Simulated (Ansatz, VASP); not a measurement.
Cs2AgBiBr6: VASP beside Ansatz

```
Cs Ag Bi Br
1.0
     0.00000    5.65248    5.65248
     5.65248    0.00000    5.65248
     5.65248    5.65248    0.00000
Cs Ag Bi Br
2 1 1 6
Cartesian
  2.8262 2.8262 2.8262
  8.4787 8.4787 8.4787
  5.6525 5.6525 5.6525
  0.0000 0.0000 0.0000
  5.6525 2.8575 5.6525
  8.4474 5.6525 5.6525
  5.6525 8.4474 5.6525
  2.8575 5.6525 5.6525
  5.6525 5.6525 2.8575
  5.6525 5.6525 8.4474
```

Alike in both runs: functional PBE; dispersion D3(BJ); k mesh 4 × 4 × 4; occupations gaussian, width 0.02 eV; no spin polarisation.

Ansatz relaxed the structure, and its values are those at the end. VASP's run is a single point on that final structure, the one shown.

```csv
,VASP,Ansatz
version,VASP 6.6.1,Ansatz 0.2.0
potentials or method,"VASP PAW PBE potentials, release 64 (Cs_sv, Ag, Bi_d, Br), cutoff 520 eV","scalar-relativistic, plane waves, PAW"
valence electrons in the cell,86,94
```

|  | VASP | Ansatz | Ansatz less VASP |
| --- | --- | --- | --- |
| gap on the k mesh at the Fermi level (eV) | 1.25 | 1.25 | -0.005 |
| least direct gap on the mesh (eV) | 2.41 | 2.41 | -0.004 |
| pressure (GPa) | 0.0 | 0.0 | 0.00 |

VASP's potentials hold 86 valence electrons a cell and Ansatz's 94, so a difference there can come from the potentials and not from the codes.

Spin-orbit coupling is off throughout.
